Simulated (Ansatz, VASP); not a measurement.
ZrO in VASP and in Ansatz

File INCAR:

```
SYSTEM = ZrO
PREC = Accurate ; ENCUT = 520
EDIFF = 1E-6 ; ISMEAR = 0
SIGMA = 0.1 ; LREAL = .FALSE.
LASPH = .TRUE. ; NELM = 150
ALGO = Normal ; ISIF = 2
LWAVE = .FALSE. ; LCHARG = .FALSE.
ISPIN = 2 ; MAGMOM = 1 1 0 0
LORBIT = 11 ; LMAXMIX = 4
GGA = PE ; NBANDS = 30
```

Contents of KPOINTS:

```
regular mesh
0
G
  6 6 4
  0 0 0
```

File POSCAR:

```
ZrO
1.0
    3.6644366600      0.0000000000      0.0000000000
    0.0000000000      3.6644366600      0.0000000000
    0.0000000000      0.0000000000      5.1822960200
Zr O
2 2
Direct
    0.5000000000      0.5000000000      0.2500000000
    0.5000000000      0.5000000000      0.7500000000
    0.0000000000      0.5000000000      0.0000000000
    0.5000000000      0.0000000000      0.5000000000
```

Input for Ansatz:

```yaml
crystal:
  lattice:
    - [3.66443666, 0.0, 0.0]
    - [0.0, 3.66443666, 0.0]
    - [0.0, 0.0, 5.18229602]
  atoms:
    - { symbol: Zr, position: [0.5, 0.5, 0.25], spin: 1.0 }
    - { symbol: Zr, position: [0.5, 0.5, 0.75], spin: 1.0 }
    - { symbol: O, position: [0.0, 0.5, 0.0] }
    - { symbol: O, position: [0.5, 0.0, 0.5] }
basis:
  ecutwfc: 420
kpoints:
  mp_grid: { grid: [6, 6, 4] }
hamiltonian:
  xc: pbe
scf:
  occupations: { method: gaussian, width: 0.1 }
  lower_state_search: "off"
output:
  forces: true
  stress: true
  eigenvalues: true
  populations: true
magnetization:
  spin_polarized: true
```

Change from the starting cell: ordered vacancies on the cation sites of antifluorite (P4_2/mmc, No. 131).

Alike in both runs: task single point; functional PBE; k mesh 6 × 6 × 4; occupations gaussian, width 0.1 eV; collinear spin.

|  | VASP | Ansatz |
| --- | --- | --- |
| version | VASP 6.6.1 | Ansatz 0.2.0 |
| potentials or method | VASP PAW PBE potentials, release 64 (Zr_sv, O), cutoff 520 eV | scalar-relativistic, plane waves, PAW |
| valence electrons in the cell | 36 | 36 |

Ansatz gave:

* gap on the k mesh at the Fermi level (eV): none
* pressure (GPa): -2.8
* traceless stress, the component that is largest in VASP (GPa): 13.39
* net moment per atom (μB): 0.00
* size of the moment on the site where the two differ most (μB): 0.00

Task: Estimate VASP's values.

Result: gap on the k mesh at the Fermi level (eV): none; pressure (GPa): -2.2; traceless stress, the component that is largest in VASP (GPa): 13.71; net moment per atom (μB): 0.26; size of the moment on the site where the two differ most (μB): 0.21.

The net moments are unlike, so the other rows may belong to different states. Site moments also hang on the region over which each program counts them. A gap of «none» marks a metal or a gap that the smearing closes. Ansatz's warnings: seeded moment not kept.
